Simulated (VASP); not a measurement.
# Ir in VASP: notebook, part 2 of 2

VASP 6.6.1. Earlier steps stand in the parts before.

### Step 3. Relaxation of cell and atoms, PBE

This run uses another cell than the first one, of 14.76 Å³/atom.

INCAR reads:

```
PREC = Accurate ; ENCUT = 600
EDIFF = 1E-7 ; ISMEAR = 0
SIGMA = 0.15 ; LREAL = False
LASPH = True ; NELM = 100
ALGO = Fast ; ISIF = 3
LWAVE = False ; LCHARG = False
GGA = PE ; IBRION = 2
NSW = 100 ; EDIFFG = -0.01
```

KPOINTS reads:

```
Automatic mesh
0
Gamma
  12 12 8
```

POSCAR reads:

```
Ir
1.0
    2.7576401357     -0.0070894571     -0.0268419873
   -1.3849597178      2.4128247988      0.0060639188
   -0.0434974853     -0.0137665154      4.4449879172
Ir
2
Direct
    0.6742345053      0.3311476347      0.7543184500
    0.3257654947      0.6688523653      0.2456815500
```

Potentials or basis: VASP PAW PBE potentials, release 64 (Ir).

Command:

```sh
$ cat potpaw_PBE.64/Ir/POTCAR > POTCAR
$ mpirun -np 1 vasp_std > vasp.out
```

OUTCAR:

```text
PREC = Accurate
   ENCUT = 600
   EDIFF = 1E-7
   ISMEAR = 0
   LREAL = False
   LASPH = True
   NELM = 100
   ISIF = 3
   GGA = PE
   IBRION = 2
   NSW = 100
   EDIFFG = -0.01

 ion  position               nearest neighbor table
   1  0.674  0.331  0.754-   2 2.66   2 2.71   2 2.75   2 2.76   2 2.77   2 2.78
   2  0.326  0.669  0.246-   1 2.66   1 2.71   1 2.75   1 2.76   1 2.77   1 2.78

  LATTYP: Found a triclinic cell.
 ALAT       =     2.7577798808
 B/A-ratio  =     1.0088052601
 C/A-ratio  =     1.6118842869
 COS(alpha) =     0.0043648915
 COS(beta)  =     0.0195094393
 COS(gamma) =     0.5000430655

  Lattice vectors:

 A1 = (   2.7576401357,  -0.0070894571,  -0.0268419873)
 A2 = (   1.3849597178,  -2.4128247988,  -0.0060639188)
 A3 = (   0.0434974853,   0.0137665154,  -4.4449879172)

Analysis of symmetry for initial positions (statically):
=====================================================================
 Subroutine PRICEL returns:
 Original cell was already a primitive cell.

 Routine SETGRP: Setting up the symmetry group for a
 triclinic supercell.

 Subroutine GETGRP returns: Found  2 space group operations
 (whereof  2 operations were pure point group operations)
 out of a pool of  2 trial point group operations.

The static configuration has the point symmetry S_2 .

Analysis of symmetry for dynamics (positions and initial velocities):
=====================================================================
 Subroutine PRICEL returns:
 Original cell was already a primitive cell.

 Routine SETGRP: Setting up the symmetry group for a
 triclinic supercell.

 Subroutine GETGRP returns: Found  2 space group operations
 (whereof  2 operations were pure point group operations)
 out of a pool of  2 trial point group operations.

The dynamic configuration has the point symmetry S_2 .

 Subroutine INISYM returns: Found  2 space group operations
 (whereof  2 operations are pure point group operations),
 and found     1 'primitive' translations

----------------------------------------------------------------------------------------

                                     Primitive cell

  volume of cell :      29.5289

  direct lattice vectors                    reciprocal lattice vectors
     2.757640136 -0.007089457 -0.026841987     0.363205719  0.208469269  0.004199883
    -1.384959718  2.412824799  0.006063919     0.001079691  0.415068458  0.001296069
    -0.043497485 -0.013766515  4.444987917     0.002191821  0.000692643  0.224996084

  length of vectors
     2.757779881  2.782062850  4.445222057     0.418802423  0.415071886  0.225007826

  position of ions in fractional coordinates (direct lattice)
     0.674234505  0.331147635  0.754318450
     0.325765495  0.668852365  0.245681550

  ion indices of the primitive-cell ions
   primitive index   ion index
                 1           1
                 2           2

----------------------------------------------------------------------------------------

 KPOINTS: Automatic mesh

Automatic generation of k-mesh.
 Grid dimensions read from file:
 generate k-points for:   12   12    8

 Generating k-lattice:
[... 60 lines left out ...]
   ENCUT  =  600.0 eV  44.10 Ry    6.64 a.u.   5.51  5.56  8.88*2*pi/ulx,y,z
   NELM   =    100;   NELMIN=  2; NELMDL= -5     # of ELM steps
   EDIFF  = 0.1E-06   stopping-criterion for ELM
   LREAL  =      F    real-space projection
   EDIFFG = -.1E-01   stopping-criterion for IOM
   NSW    =    100    number of steps for IOM
   IBRION =      2    ionic relax: 0-MD 1-quasi-New 2-CG
   NFREE  =      1    steps in history (QN), initial steepest desc. (CG)
   ISIF   =      3    stress and relaxation
   ISYM   =      2    0-nonsym 1-usesym 2-fastsym
   POTIM  = 0.5000    time-step for ionic-motion
   TEBEG  =    0.0;   TEEND  =   0.0 temperature during run
   PSTRESS=    0.0 pullay stress
   NELECT =      18.0000    total number of electrons
   NUPDOWN=      -1.0000    fix difference up-down
   EMIN   =  10.00;   EMAX   =-10.00  energy-range for DOS
   EFERMI =   0.00;   METHOD = LEGACY
   ISMEAR =     0;   SIGMA  =   0.15  broadening in eV -4-tet -1-fermi 0-gaus
   EFERMI_NEDOS =   21; number of points for ismear=-14 and -15
   IALGO  =     68    algorithm
   IMIX   =      4    mixing-type and parameters
     AMIX     =   0.40;   BMIX     =  1.00
     AMIX_MAG =   1.60;   BMIX_MAG =  1.00
  volume/ion in A,a.u.               =      14.76        99.64
  Fermi-wavevector in a.u.,A,eV,Ry     =   1.388087  2.623104 26.215503  1.926785
  Thomas-Fermi vector in A             =   2.512246
   LORBIT       =      0    0 simple, 1 ext, 2 COOP (PROOUT), +10 PAW based schemes
   GGA     = PE    functional components
   LHFCALC =     F    Hartree Fock is set to
   AEXX    =    0.0000 exact exchange contribution
   IVDW    =     0    specifies the selected vdW correction
   LEPSILON=     F    determine dielectric tensor
   LRPA    =     F    only Hartree local field effects (RPA)
 conjugate gradient relaxation of ions
 non-spin polarized calculation
 RMM-DIIS sequential band-by-band and
 Gauss-broadening in eV      SIGMA  =   0.15
  energy-cutoff  :      600.00
  volume of cell :       29.53
 maximum number of plane-waves:      1009
 NGX is ok and might be reduce to    24
   NGX = 11   NGY = 11   NGZ = 17

--------------------------------------- Ionic step        1  -------------------------------------------

 number of electron      18.0000001 magnetization

 Free energy of the ion-electron system (eV)
  ---------------------------------------------------
  ext. energy  EPLUGINS =         0.00000000
  ---------------------------------------------------
  free energy    TOTEN  =       -17.54634287 eV

  energy without entropy =      -17.51807983  energy(sigma->0) =      -17.53221135

------------------------ aborting loop because EDIFF is reached ----------------------------------------

  FORCE on cell =-STRESS in cart. coord.  units (eV):
  Direction    XX          YY          ZZ          XY          YZ          ZX
  --------------------------------------------------------------------------------------
  -------------------------------------------------------------------------------------
  Total       -0.5741188     -1.1979855     -0.0842226      0.2804155      0.1401470      0.4183507
  in kB      -31.1505189    -65.0002544     -4.5697472     15.2147758      7.6040885     22.6988598
  external PRESSURE =     -33.5735068 kB  Pullay stress =       0.0000000 kB
[... 89 lines left out ...]
  FREE ENERGIE OF THE ION-ELECTRON SYSTEM (eV)
  ---------------------------------------------------
  free  energy   TOTEN  =       -17.5683586564 eV

  energy  without entropy=      -17.5420638749  energy(sigma->0) =      -17.55521127

[... ionic steps 4 to 10 ...]

--------------------------------------- Ionic step       11  -------------------------------------------

 number of electron      17.9999999 magnetization

------------------------ aborting loop because EDIFF is reached ----------------------------------------
[... 31 lines left out ...]
--------------------------------------- Ionic step       12  -------------------------------------------

 number of electron      17.9999999 magnetization

 E-fermi :  10.0005     XC(G=0): -13.8062

 val. band max:        9.9990322655   @ k =  -0.2500   0.2500   0.3750
 cond. band min:      10.0007826140   @ k =  -0.2500  -0.0000   0.3750
 fundamental gap:      0.0017503485
 Fermi energy:        10.0005196890

 k-point     1 :       0.0000    0.0000    0.0000
  band No.  band energies     occupation
      1      -0.9093      2.00000
      2       2.1222      2.00000
      3       6.2061      2.00000
      4       6.3228      2.00000
      5       6.3255      2.00000
      6       6.9461      2.00000
      7       6.9478      2.00000
      8       7.7349      2.00000
      9       7.7388      2.00000
     10       9.2378      2.00000
     11      10.2590      0.01483
     12      10.2626      0.01348
     13      16.7792      0.00000
[... 403 lines left out ...]
--------------------------------------- Ionic step       13  -------------------------------------------

 number of electron      17.9999999 magnetization

 Free energy of the ion-electron system (eV)
  ---------------------------------------------------
  ext. energy  EPLUGINS =         0.00000000
  ---------------------------------------------------
  free energy    TOTEN  =       -17.57699566 eV

  energy without entropy =      -17.55102504  energy(sigma->0) =      -17.56401035

 E-fermi :   9.9966     XC(G=0): -13.8050

 val. band max:        9.9949037887   @ k =  -0.2500  -0.0000   0.3750
 cond. band min:      10.0108968920   @ k =  -0.1667   0.4167  -0.0000
 fundamental gap:      0.0159931033
 Fermi energy:         9.9965725113

 k-point     1 :       0.0000    0.0000    0.0000
  band No.  band energies     occupation
      1      -0.9106      2.00000
      2       2.1202      2.00000
      3       6.2014      2.00000
      4       6.3210      2.00000
      5       6.3229      2.00000
      6       6.9426      2.00000
      7       6.9453      2.00000
      8       7.7355      2.00000
      9       7.7367      2.00000
     10       9.2324      2.00000
     11      10.2561      0.01442
     12      10.2585      0.01353
     13      16.7703      0.00000
[... 397 lines left out ...]
  FREE ENERGIE OF THE ION-ELECTRON SYSTEM (eV)
  ---------------------------------------------------
  free  energy   TOTEN  =       -17.5769956632 eV

  energy  without entropy=      -17.5510250407  energy(sigma->0) =      -17.56401035

 reached required accuracy - stopping structural energy minimisation
```

Run time: 23 min. Hardware: 1 thread of Intel Xeon Platinum 8259CL at 2.50GHz (Skylake/Cascade Lake), shared host; peak memory 0.41 GiB.

Results:

| Item | Value |
| --- | --- |
| Free energy | -17.5770 eV |
| Relaxed volume | 14.59 Å³/atom |
| Relaxed cell | a = 2.747 Å, b = 2.747 Å, c = 4.465 Å, α = 90.01°, β = 89.97°, γ = 120.00° |
| Space group after relaxing (to 0.1 Å) | P6_3/mmc (No. 194) |
| Energy gained by relaxing | 15.3 meV/atom |
| Ionic steps | 13 |
| Pressure after relaxing | 0.0 GPa |
| Largest force after relaxing | 0.005 eV/Å |
| Band gap on the k mesh | zero (bands 9 and 10 overlap by 3.18 eV) |

Forces in eV/Å, atoms in the order of the input:
```
Ir   0.002  0.001 -0.004
Ir  -0.002 -0.001  0.004
```

The path:
| step | energy change (eV) | largest force (eV/Å) | pressure (GPa) | volume (Å³) |
| --- | --- | --- | --- | --- |
| 1 | 0.0000 | 0.6198 | -3.36 | 29.53 |
| 2 | 0.0118 | 0.2636 | 12.66 | 28.22 |
| 3 | -0.0220 | 0.2903 | 3.19 | 28.93 |
| 4 | -0.0182 | 0.2884 | -4.33 | 29.57 |
| 5 | -0.0287 | 0.1210 | -0.30 | 29.20 |
| 6 | -0.0301 | 0.0824 | 0.09 | 29.17 |
| 7 | -0.0302 | 0.0708 | 0.30 | 29.15 |
| 8 | -0.0305 | 0.0020 | -0.67 | 29.23 |
| 9 | -0.0305 | 0.0212 | -0.39 | 29.21 |
| 10 | -0.0305 | 0.0304 | 0.63 | 29.12 |
| 11 | -0.0306 | 0.0037 | 0.06 | 29.17 |
| 12 | -0.0306 | 0.0037 | 0.05 | 29.17 |
| 13 | -0.0307 | 0.0049 | -0.02 | 29.18 |

Final structure:
```
CELL_PARAMETERS angstrom
2.74705 0.00010 0.00062
-1.37340 2.37877 -0.00010
0.00124 0.00041 4.46488
ATOMIC_POSITIONS crystal
Ir 0.66661 0.33329 0.75003
Ir 0.33339 0.66671 0.24997
```

Caveat: spin-orbit coupling is left out, which moves the levels of the heavy elements.
